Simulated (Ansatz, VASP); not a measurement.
## One calculation of SiNi3, two programs

INCAR

```
SYSTEM = SiNi3
ALGO = Fast
EDIFF = 1E-6
ENCUT = 520
GGA = PS
ISIF = 2
ISMEAR = 0
LASPH = .True.
LCHARG = .False.
LREAL = .False.
LWAVE = .False.
NBANDS = 25
NELM = 60
PREC = Accurate
SIGMA = 0.15
```

The input KPOINTS:

```
k-points
0
Gamma
  16 16 16
  0 0 0
```

File POSCAR:

```
SiNi3
1.0
    3.8853125724      0.0000000000      0.0000000000
    0.0000000000      3.8853125724      0.0000000000
    0.0000000000      0.0000000000      2.7469159887
Si Ni
1 3
Direct
    0.0000000000      0.0000000000      0.0000000000
    0.0000000000      0.5000000000      0.5000000000
    0.5000000000      0.0000000000      0.5000000000
    0.5000000000      0.5000000000      0.0000000000
```

Input for Ansatz:

```yaml
crystal:
  lattice:
    - [3.8853125724, 0.0, 0.0]
    - [0.0, 3.8853125724, 0.0]
    - [0.0, 0.0, 2.7469159887]
  atoms:
    - { symbol: Si, position: [0.0, 0.0, 0.0] }
    - { symbol: Ni, position: [0.0, 0.5, 0.5] }
    - { symbol: Ni, position: [0.5, 0.0, 0.5] }
    - { symbol: Ni, position: [0.5, 0.5, 0.0] }
basis:
  ecutwfc: 420
kpoints:
  mp_grid: { grid: [16, 16, 16] }
hamiltonian:
  xc: pbesol
scf:
  occupations: { method: gaussian, width: 0.15 }
output:
  forces: true
  stress: true
  eigenvalues: true
```

Alike in both runs: task single point; functional PBEsol; k mesh 16 × 16 × 16; occupations gaussian, width 0.15 eV; no spin polarisation.

```csv
,VASP,Ansatz
version,VASP 6.6.1,Ansatz 0.2.0
potentials or method,"VASP PAW PBE potentials, release 64 (Si, Ni), cutoff 520 eV","scalar-relativistic, plane waves, PAW"
valence electrons in the cell,34,58
```

|  | VASP | Ansatz | Ansatz less VASP |
| --- | --- | --- | --- |
| gap on the k mesh at the Fermi level (eV) | none | none | - |
| pressure (GPa) | 3.3 | 3.3 | +0.02 |
| traceless stress, the component that is largest in VASP (GPa) | 4.33 | 4.45 | +0.118 |

VASP's potentials were made for PBE, not for PBEsol. A gap of «none» marks a metal or a gap that the smearing closes. The functional is the same, so the differences come from potentials, cutoffs and numerics. VASP's potentials hold 34 valence electrons a cell and Ansatz's 58, so a difference there can come from the potentials and not from the codes.
